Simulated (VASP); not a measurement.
A run of VASP 6.6.1:

File POSCAR:

```
Sn
1.0
    0.0000000000      3.2710741662      3.2710741662
    3.2710741662      0.0000000000      3.2710741662
    3.2710741662      3.2710741662      0.0000000000
Sn
2
Direct
    0.0000000000      0.0000000000      0.0000000000
    0.2500000000      0.2500000000      0.2500000000
```

INCAR.step1

```
ALGO     = Normal         # electronic algorithm
EDIFF    = 1E-4           # SCF threshold, eV
ENCUT    = 520            # plane-wave cutoff, eV
GGA      = PE             # functional
ISMEAR   = -1             # smearing method
LASPH    = True           # aspherical terms in the spheres
LCHARG   = False          # write CHGCAR
LREAL    = False          # projectors in reciprocal space
LWAVE    = True           # write WAVECAR
NBANDS   = 21             # bands
NELM     = 100            # most SCF steps
PREC     = Accurate       # precision mode
SIGMA    = 0.1            # smearing width, eV
```

File INCAR.step2:

```
ALGO     = Normal         # electronic algorithm
EDIFF    = 1E-7           # SCF threshold, eV
ENCUT    = 520            # plane-wave cutoff, eV
ISIF     = 2              # what is computed and relaxed
ISMEAR   = -1             # smearing method
ISTART   = 1            
LASPH    = True           # aspherical terms in the spheres
LCHARG   = True           # write CHGCAR
LELF     = True           # ELF
LMIXTAU  = True         
LREAL    = False          # projectors in reciprocal space
LVHAR    = True         
LWAVE    = False          # write WAVECAR
METAGGA  = R2SCAN         # meta-GGA
NBANDS   = 21             # bands
NELM     = 100            # most SCF steps
PREC     = Accurate       # precision mode
SIGMA    = 0.1            # smearing width, eV
```

File KPOINTS:

```
k-points
0
Gamma
  9 9 9
```

Potentials or basis: VASP PAW PBE potentials, release 64 (Sn_d).

Command:

```console
$ cat potpaw_PBE.64/Sn_d/POTCAR > POTCAR
$ cp INCAR.step1 INCAR
$ mpirun -np 1 vasp_std > vasp.out
$ cp INCAR.step2 INCAR
$ mpirun -np 1 vasp_std > vasp.out
```

Hardware: 1 thread of AMD EPYC 9R45 96-Core Processor (Zen 5) (shared host).

Problem. How long does it take, and how much memory?

Solution. It took 2 min on 1 thread of AMD EPYC 9R45 96-Core Processor (Zen 5), with other jobs on the host, peak memory 0.2 GiB. Counts: k points 35.
